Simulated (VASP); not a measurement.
**SiW (rocksalt type): single point with PBE**

SiW (rocksalt type):

```
W Si
1.0
     0.00000    2.51285    2.51285
     2.51285    0.00000    2.51285
     2.51285    2.51285    0.00000
W Si
1 1
Direct
  0.00000 0.00000 0.00000
  0.50000 0.50000 0.50000
```

| Item | Value |
| --- | --- |
| Program | VASP 6.6.1 |
| Task | single point |
| Functional | PBE |
| Potentials or basis | VASP PAW PBE potentials, release 64 (W_sv, Si) |
| Cutoff | 520 eV |
| k mesh | 20 × 20 × 20 |
| Occupations | fermi-dirac, width 0.05 eV |
| Spin | no spin polarisation |

* Pressure: 0.0 GPa
* Band gap on the k mesh: zero (bands 9 and 10 overlap by 2.35 eV)

Levels at points of the mesh, in eV from the Fermi level:
| k point | band 6 | band 7 | band 8 | band 9 | band 10 | band 11 | band 12 | band 13 |
| --- | --- | --- | --- | --- | --- | --- | --- | --- |
| (0.00, 0.00, 0.00) | -2.04 | -2.04 | -2.04 | -1.48 | -1.48 | 2.46 | 2.46 | 2.46 |
| (0.50, 0.00, 0.00) | -7.29 | -3.93 | -3.93 | 0.70 | 0.70 | 1.58 | 4.36 | 6.57 |
| (0.50, 0.50, 0.00) | -4.30 | -4.04 | -0.37 | -0.37 | -0.32 | 1.15 | 1.44 | 1.44 |

Wall time 2.9 min on 1 thread of Intel Xeon 8259CL (shared host), peak memory 0.26 GiB.

Caveat: spin-orbit coupling is left out, which moves the levels of the heavy elements.
